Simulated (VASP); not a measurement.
# Ga2Te2S in VASP: notebook

Runs on Ga2Te2S. Level: PBE. Tasks: single point.

All numbers are computed with VASP 6.6.1; they aren't measurements. Logs are shortened: lines on timing, memory, paths and dates and some standing lists are left out, and cuts for length are marked.

**1. The cell of the first run**

The typed cell holds 5 atoms: a = 5.003 Å, b = 5.003 Å, c = 6.205 Å, α = 90.00°, β = 90.00°, γ = 90.00°.

The cell was generated, and may not be a known phase.

**2. Single point, PBE**

INCAR reads:

```
SYSTEM = Ga2Te2S
  ALGO = Normal
  EDIFF = 1E-6
  ENCUT = 520
  GGA = PE
  ISIF = 2
  ISMEAR = 0
  LASPH = .True.
  LCHARG = .True.
  LELF = .True.
  LREAL = .False.
  LVHAR = .True.
  LWAVE = .False.
  NBANDS = 30
  NELM = 80
  PREC = Accurate
  SIGMA = 0.1
```

KPOINTS reads:

```
k-points
0
Gamma
  4 4 4
  0 0 0
```

POSCAR reads:

```
Ga2Te2S
1.0
    5.0030948111      0.0000000000      0.0000000000
    0.0000000000      5.0030948111      0.0000000000
    0.0000000000      0.0000000000      6.2054140744
Ga Te S
2 2 1
Direct
    0.5000000000      0.0000000000      0.0410085124
    0.0000000000      0.5000000000      0.0410085124
    0.0000000000      0.0000000000      0.2993644027
    0.0000000000      0.0000000000      0.7826430060
    0.5000000000      0.5000000000      0.0417046666
```

Potentials or basis: VASP PAW PBE potentials, release 64 (Ga_d, Te, S).

On the command line:

```console
> cat potpaw_PBE.64/Ga_d/POTCAR potpaw_PBE.64/Te/POTCAR potpaw_PBE.64/S/POTCAR > POTCAR
> mpirun -np 1 vasp_std > vasp.out
```

OUTCAR:

```text
SYSTEM = Ga2Te2S
   EDIFF = 1E-6
   ENCUT = 520
   GGA = PE
   ISIF = 2
   ISMEAR = 0
   LASPH = .True.
   LREAL = .False.
   NELM = 80
   PREC = Accurate

 ion  position               nearest neighbor table
   1  0.500  0.000  0.041-   5 2.50   5 2.50   3 2.97   3 2.97   4 2.97   4 2.97
   2  0.000  0.500  0.041-   5 2.50   5 2.50   3 2.97   3 2.97   4 2.97   4 2.97
   3  0.000  0.000  0.299-   1 2.97   2 2.97   2 2.97   1 2.97   4 3.00   4 3.21
   4  0.000  0.000  0.783-   1 2.97   2 2.97   2 2.97   1 2.97   3 3.00   3 3.21
   5  0.500  0.500  0.042-   1 2.50   2 2.50   1 2.50   2 2.50

  LATTYP: Found a simple tetragonal cell.
 ALAT       =     5.0030948111
 C/A-ratio  =     1.2403151067

  Lattice vectors:

 A1 = (   5.0030948111,   0.0000000000,   0.0000000000)
 A2 = (   0.0000000000,   5.0030948111,   0.0000000000)
 A3 = (   0.0000000000,   0.0000000000,   6.2054140744)

Analysis of symmetry for initial positions (statically):
=====================================================================
 Subroutine PRICEL returns:
 Original cell was already a primitive cell.

 Routine SETGRP: Setting up the symmetry group for a
 simple tetragonal supercell.

 Subroutine GETGRP returns: Found  8 space group operations
 (whereof  8 operations were pure point group operations)
 out of a pool of 16 trial point group operations.

The static configuration has the point symmetry C_4v.

Analysis of symmetry for dynamics (positions and initial velocities):
=====================================================================
 Subroutine PRICEL returns:
 Original cell was already a primitive cell.

 Routine SETGRP: Setting up the symmetry group for a
 simple tetragonal supercell.

 Subroutine GETGRP returns: Found  8 space group operations
 (whereof  8 operations were pure point group operations)
 out of a pool of 16 trial point group operations.

The dynamic configuration has the point symmetry C_4v.

 Subroutine INISYM returns: Found  8 space group operations
 (whereof  8 operations are pure point group operations),
 and found     1 'primitive' translations

----------------------------------------------------------------------------------------

                                     Primitive cell
[... 87 lines left out ...]
   LASPH  =      T    aspherical Exc in radial PAW
   ENCUT  =  520.0 eV  38.22 Ry    6.18 a.u.   9.30  9.30 11.54*2*pi/ulx,y,z
   NELM   =     80;   NELMIN=  2; NELMDL= -5     # of ELM steps
   EDIFF  = 0.1E-05   stopping-criterion for ELM
   LREAL  =      F    real-space projection
   EDIFFG = 0.1E-04   stopping-criterion for IOM
   NSW    =      0    number of steps for IOM
   IBRION =     -1    ionic relax: 0-MD 1-quasi-New 2-CG
   NFREE  =      0    steps in history (QN), initial steepest desc. (CG)
   ISIF   =      2    stress and relaxation
   ISYM   =      2    0-nonsym 1-usesym 2-fastsym
   POTIM  = 0.5000    time-step for ionic-motion
   TEBEG  =    0.0;   TEEND  =   0.0 temperature during run
   PSTRESS=    0.0 pullay stress
   NELECT =      44.0000    total number of electrons
   NUPDOWN=      -1.0000    fix difference up-down
   EMIN   =  10.00;   EMAX   =-10.00  energy-range for DOS
   EFERMI =   0.00;   METHOD = LEGACY
   ISMEAR =     0;   SIGMA  =   0.10  broadening in eV -4-tet -1-fermi 0-gaus
   EFERMI_NEDOS =   21; number of points for ismear=-14 and -15
   IALGO  =     38    algorithm
   IMIX   =      4    mixing-type and parameters
     AMIX     =   0.40;   BMIX     =  1.00
     AMIX_MAG =   1.60;   BMIX_MAG =  1.00
  volume/ion in A,a.u.               =      31.07       209.64
  Fermi-wavevector in a.u.,A,eV,Ry     =   1.075168  2.031773 15.728146  1.155986
  Thomas-Fermi vector in A             =   2.211017
   LORBIT       =      0    0 simple, 1 ext, 2 COOP (PROOUT), +10 PAW based schemes
   GGA     = PE    functional components
   LHFCALC =     F    Hartree Fock is set to
   AEXX    =    0.0000 exact exchange contribution
   IVDW    =     0    specifies the selected vdW correction
   LEPSILON=     F    determine dielectric tensor
   LRPA    =     F    only Hartree local field effects (RPA)
 non-spin polarized calculation
 Gauss-broadening in eV      SIGMA  =   0.10
  energy-cutoff  :      520.00
  volume of cell :      155.33
 maximum number of plane-waves:      4212
 NGX is ok and might be reduce to    40
   NGX = 19   NGY = 19   NGZ = 23

 number of electron      44.0000001 magnetization

 Free energy of the ion-electron system (eV)
  ---------------------------------------------------
  ext. energy  EPLUGINS =         0.00000000
  ---------------------------------------------------
  free energy    TOTEN  =       -17.18105107 eV

  energy without entropy =      -17.16904053  energy(sigma->0) =      -17.17504580

 E-fermi :   3.8320     XC(G=0):  -8.3478

 val. band max:        3.8121069441   @ k =   0.2500   0.0000   0.0000
 cond. band min:       3.8370922840   @ k =   0.5000   0.2500   0.0000
 fundamental gap:      0.0249853398
 Fermi energy:         3.8319598998

 k-point     1 :       0.0000    0.0000    0.0000
  band No.  band energies     occupation
      1     -11.7005      2.00000
      2     -11.4694      2.00000
      3     -11.4297      2.00000
      4     -11.4297      2.00000
      5     -11.4182      2.00000
      6     -11.3906      2.00000
[... 583 lines left out ...]
     29       7.8827      0.00000
     30       7.9529      0.00000

------------------------ aborting loop because EDIFF is reached ----------------------------------------

  FORCE on cell =-STRESS in cart. coord.  units (eV):
  Direction    XX          YY          ZZ          XY          YZ          ZX
  --------------------------------------------------------------------------------------
  -------------------------------------------------------------------------------------
  Total        0.0196653      0.0196653      0.0435282      0.0000000      0.0000000      0.0000000
  in kB        0.2028444      0.2028444      0.4489867      0.0000000      0.0000000      0.0000000
  external PRESSURE =       0.2848918 kB  Pullay stress =       0.0000000 kB

 VOLUME and BASIS-vectors are now :
 -----------------------------------------------------------------------------
  energy-cutoff  :      520.00
  volume of cell :      155.33
      direct lattice vectors                 reciprocal lattice vectors
     5.003094811  0.000000000  0.000000000     0.199876284  0.000000000  0.000000000
     0.000000000  5.003094811  0.000000000     0.000000000  0.199876284  0.000000000
     0.000000000  0.000000000  6.205414074     0.000000000  0.000000000  0.161149601

 POSITION                                       TOTAL-FORCE (eV/Angst)
 -----------------------------------------------------------------------------------
      2.50155      0.00000      0.25447        -0.000000     -0.000000      0.000590
      0.00000      2.50155      0.25447        -0.000000     -0.000000      0.000590
      0.00000      0.00000      1.85768        -0.000000     -0.000000      0.004679
      0.00000      0.00000      4.85662        -0.000000     -0.000000     -0.005044
      2.50155      2.50155      0.25879         0.000000      0.000000     -0.000815
 -----------------------------------------------------------------------------------
    total drift:                               -0.000000      0.000000     -0.000482

  FREE ENERGIE OF THE ION-ELECTRON SYSTEM (eV)
  ---------------------------------------------------
  free  energy   TOTEN  =       -17.1810510707 eV

  energy  without entropy=      -17.1690405272  energy(sigma->0) =      -17.17504580
```

stdout:

```text
POSCAR found type information on POSCAR GaTeS
 POSCAR found :  3 types and       5 ions
 scaLAPACK will be used
 LDA part: xc-table for (Slater+PW92), standard interpolation
 POSCAR, INCAR and KPOINTS ok, starting setup
 FFT: planning ... GRIDC
 FFT: planning ... GRID_SOFT
 FFT: planning ... GRID
 WAVECAR not read
 entering main loop
```

Wall time 82 s (1 thread of Intel Xeon Platinum 8488C (Sapphire Rapids), shared host); peak memory 0.29 GiB.

What came out:

| Item | Value |
| --- | --- |
| Free energy | -17.1811 eV |
| Pressure | 0.0 GPa |
| Largest force | 0.005 eV/Å |
| Band gap on the k mesh | zero (bands 22 and 23 overlap by 3.53 eV) |

Forces on the atoms (eV/Å):
```
Ga   0.000  0.000  0.001
Ga   0.000  0.000  0.001
Te   0.000  0.000  0.005
Te   0.000  0.000 -0.005
S    0.000  0.000 -0.001
```

Caveat: spin-orbit coupling is left out, which moves the levels of the heavy elements.

**3. Single point, PBE**

This run uses another cell than the first one, of 31.26 Å³/atom.

INCAR reads:

```
SYSTEM = Ga2Te2S
  ALGO = Normal
  EDIFF = 1E-7
  ENCUT = 520
  GGA = PE
  ISIF = 2
  ISMEAR = 0
  LASPH = .TRUE.
  LCHARG = .FALSE.
  LREAL = .FALSE.
  LWAVE = .FALSE.
  NBANDS = 30
  NELM = 80
  PREC = Accurate
  SIGMA = 0.1
```

KPOINTS reads:

```
k-points
0
G
  8 8 6
  0 0 0
```

POSCAR reads:

```
Ga2Te2S
1.0
    4.8889383652      0.0000000000      0.0000000000
    0.0000000000      4.8889383652      0.0000000000
    0.0000000000      0.0000000000      6.5402392564
Ga Te S
2 2 1
Direct
    0.5000000000      0.0000000000      0.0000000000
    0.0000000000      0.5000000000      0.0000000000
    0.0000000000      0.0000000000      0.2579105485
    0.0000000000      0.0000000000      0.7420894515
    0.5000000000      0.5000000000      0.0000000000
```

Potentials or basis: VASP PAW PBE potentials, release 64 (Ga_d, Te, S).

On the command line:

```console
> cat potpaw_PBE.64/Ga_d/POTCAR potpaw_PBE.64/Te/POTCAR potpaw_PBE.64/S/POTCAR > POTCAR
> mpirun -np 1 vasp_std > vasp.out
```

OUTCAR:

```text
SYSTEM = Ga2Te2S
   EDIFF = 1E-7
   ENCUT = 520
   GGA = PE
   ISIF = 2
   ISMEAR = 0
   LASPH = .TRUE.
   LREAL = .FALSE.
   NELM = 80
   PREC = Accurate

 ion  position               nearest neighbor table
   1  0.500  0.000  0.000-   5 2.44   5 2.44   3 2.97   4 2.97   3 2.97   4 2.97
   2  0.000  0.500  0.000-   5 2.44   5 2.44   3 2.97   3 2.97   4 2.97   4 2.97
   3  0.000  0.000  0.258-   1 2.97   2 2.97   2 2.97   1 2.97   4 3.17   4 3.37
   4  0.000  0.000  0.742-   1 2.97   2 2.97   2 2.97   1 2.97   3 3.17   3 3.37
   5  0.500  0.500  0.000-   1 2.44   2 2.44   1 2.44   2 2.44

  LATTYP: Found a simple tetragonal cell.
 ALAT       =     4.8889383652
 C/A-ratio  =     1.3377626732

  Lattice vectors:

 A1 = (   4.8889383652,   0.0000000000,   0.0000000000)
 A2 = (   0.0000000000,   4.8889383652,   0.0000000000)
 A3 = (   0.0000000000,   0.0000000000,   6.5402392564)

Analysis of symmetry for initial positions (statically):
=====================================================================
 Subroutine PRICEL returns:
 Original cell was already a primitive cell.

 Routine SETGRP: Setting up the symmetry group for a
 simple tetragonal supercell.

 Subroutine GETGRP returns: Found 16 space group operations
 (whereof 16 operations were pure point group operations)
 out of a pool of 16 trial point group operations.

The static configuration has the point symmetry D_4h.

Analysis of symmetry for dynamics (positions and initial velocities):
=====================================================================
 Subroutine PRICEL returns:
 Original cell was already a primitive cell.

 Routine SETGRP: Setting up the symmetry group for a
 simple tetragonal supercell.

 Subroutine GETGRP returns: Found 16 space group operations
 (whereof 16 operations were pure point group operations)
[... 124 lines left out ...]
   EFERMI_NEDOS =   21; number of points for ismear=-14 and -15
   IALGO  =     38    algorithm
   IMIX   =      4    mixing-type and parameters
     AMIX     =   0.40;   BMIX     =  1.00
     AMIX_MAG =   1.60;   BMIX_MAG =  1.00
  volume/ion in A,a.u.               =      31.26       210.98
  Fermi-wavevector in a.u.,A,eV,Ry     =   1.072881  2.027451 15.661302  1.151073
  Thomas-Fermi vector in A             =   2.208664
   LORBIT       =      0    0 simple, 1 ext, 2 COOP (PROOUT), +10 PAW based schemes
   GGA     = PE    functional components
   LHFCALC =     F    Hartree Fock is set to
   AEXX    =    0.0000 exact exchange contribution
   IVDW    =     0    specifies the selected vdW correction
   LEPSILON=     F    determine dielectric tensor
   LRPA    =     F    only Hartree local field effects (RPA)
 non-spin polarized calculation
 Gauss-broadening in eV      SIGMA  =   0.10
  energy-cutoff  :      520.00
  volume of cell :      156.32
 maximum number of plane-waves:      4256
   NGX = 19   NGY = 19   NGZ = 25

 number of electron      44.0000010 magnetization

 Free energy of the ion-electron system (eV)
  ---------------------------------------------------
  ext. energy  EPLUGINS =         0.00000000
  ---------------------------------------------------
  free energy    TOTEN  =       -17.06208961 eV

  energy without entropy =      -17.05581097  energy(sigma->0) =      -17.05895029

 E-fermi :   3.2077     XC(G=0):  -8.2963

 val. band max:        3.1720679922   @ k =   0.3750   0.0000   0.5000
 cond. band min:       3.2101505246   @ k =   0.3750   0.0000   0.3333
 fundamental gap:      0.0380825324
 Fermi energy:         3.2077214263

 k-point     1 :       0.0000    0.0000    0.0000
  band No.  band energies     occupation
      1     -12.0443      2.00000
      2     -11.6770      2.00000
      3     -11.6603      2.00000
      4     -11.6479      2.00000
      5     -11.6479      2.00000
      6     -11.6205      2.00000
[... 781 lines left out ...]
     29       9.2413      0.00000
     30       9.3646      0.00000

 [... further k-points ...]

------------------------ aborting loop because EDIFF is reached ----------------------------------------

  FORCE on cell =-STRESS in cart. coord.  units (eV):
  Direction    XX          YY          ZZ          XY          YZ          ZX
  --------------------------------------------------------------------------------------
  -------------------------------------------------------------------------------------
  Total        0.0360858      0.0360858     -0.0058297      0.0000000     -0.0000000      0.0000000
  in kB        0.3698489      0.3698489     -0.0597497      0.0000000     -0.0000000      0.0000000
  external PRESSURE =       0.2266494 kB  Pullay stress =       0.0000000 kB

 VOLUME and BASIS-vectors are now :
 -----------------------------------------------------------------------------
  energy-cutoff  :      520.00
  volume of cell :      156.32
      direct lattice vectors                 reciprocal lattice vectors
     4.888938365  0.000000000  0.000000000     0.204543385  0.000000000  0.000000000
     0.000000000  4.888938365  0.000000000     0.000000000  0.204543385  0.000000000
     0.000000000  0.000000000  6.540239256     0.000000000  0.000000000  0.152899605

 POSITION                                       TOTAL-FORCE (eV/Angst)
 -----------------------------------------------------------------------------------
      2.44447      0.00000      0.00000         0.000000      0.000000      0.000000
      0.00000      2.44447      0.00000         0.000000      0.000000      0.000000
      0.00000      0.00000      1.68680         0.000000     -0.000000      0.009492
      0.00000      0.00000      4.85344        -0.000000     -0.000000     -0.009492
      2.44447      2.44447      0.00000         0.000000      0.000000      0.000000
 -----------------------------------------------------------------------------------
    total drift:                                0.000000     -0.000000     -0.000000

  FREE ENERGIE OF THE ION-ELECTRON SYSTEM (eV)
  ---------------------------------------------------
  free  energy   TOTEN  =       -17.0620896061 eV

  energy  without entropy=      -17.0558109743  energy(sigma->0) =      -17.05895029
```

OSZICAR:

```text
N       E                     dE             d eps       ncg     rms          rms(c)
DAV:   1     0.342160134745E+03    0.34216E+03   -0.19546E+04  3690   0.173E+03
DAV:   2     0.293082892163E+02   -0.31285E+03   -0.29985E+03  4110   0.444E+02
DAV:   3    -0.152116817448E+02   -0.44520E+02   -0.43427E+02  4350   0.131E+02
DAV:   4    -0.175562046968E+02   -0.23445E+01   -0.23290E+01  4700   0.306E+01
DAV:   5    -0.176221351886E+02   -0.65930E-01   -0.65895E-01  4760   0.477E+00    0.101E+01
DAV:   6    -0.170737850873E+02    0.54835E+00   -0.14798E+00  5328   0.124E+01    0.620E+00
DAV:   7    -0.170654710204E+02    0.83141E-02   -0.54613E-01  4406   0.449E+00    0.223E+00
DAV:   8    -0.170607447825E+02    0.47262E-02   -0.74221E-02  4460   0.258E+00    0.659E-01
DAV:   9    -0.170614094427E+02   -0.66466E-03   -0.10549E-02  4388   0.668E-01    0.322E-01
DAV:  10    -0.170616360777E+02   -0.22663E-03   -0.94391E-04  4766   0.181E-01    0.230E-01
DAV:  11    -0.170619310042E+02   -0.29493E-03   -0.26124E-04  4830   0.794E-02    0.141E-01
DAV:  12    -0.170620756668E+02   -0.14466E-03   -0.17106E-04  3810   0.575E-02    0.488E-02
DAV:  13    -0.170620887981E+02   -0.13131E-04   -0.16452E-05  4344   0.380E-02    0.336E-02
DAV:  14    -0.170620895507E+02   -0.75258E-06   -0.10647E-05  4194   0.165E-02    0.109E-02
DAV:  15    -0.170620901661E+02   -0.61543E-06   -0.34766E-06  4322   0.844E-03    0.763E-03
DAV:  16    -0.170620899481E+02    0.21804E-06   -0.19947E-07  3498   0.269E-03    0.553E-03
DAV:  17    -0.170620896323E+02    0.31582E-06   -0.22427E-07  3132   0.202E-03    0.118E-03
DAV:  18    -0.170620896061E+02    0.26131E-07   -0.25852E-08  2340   0.906E-04
   1 F= -.17062090E+02 E0= -.17058950E+02  d E =-.627863E-02
```

stdout:

```text
POSCAR found type information on POSCAR GaTeS
 POSCAR found :  3 types and       5 ions
 scaLAPACK will be used
 LDA part: xc-table for (Slater+PW92), standard interpolation
 POSCAR, INCAR and KPOINTS ok, starting setup
 FFT: planning ... GRIDC
 FFT: planning ... GRID_SOFT
 FFT: planning ... GRID
 WAVECAR not read
 entering main loop
```

It took 3.3 min on 1 thread of Intel Xeon Platinum 8488C (Sapphire Rapids), shared host; peak memory 0.41 GiB.

Results:

```
Free energy            : -17.0621 eV
Pressure               : 0.0 GPa
Largest force          : 0.009 eV/Å
Band gap on the k mesh : zero (bands 22 and 23 overlap by 3.72 eV)
```

Forces on the atoms (eV/Å):
```
Ga   0.000  0.000  0.000
Ga   0.000  0.000  0.000
Te   0.000  0.000  0.009
Te   0.000  0.000 -0.009
S    0.000  0.000  0.000
```

Caveat: spin-orbit coupling is left out, which moves the levels of the heavy elements.

The gap in the log of VASP goes by the Fermi energy; the results here count the filled bands.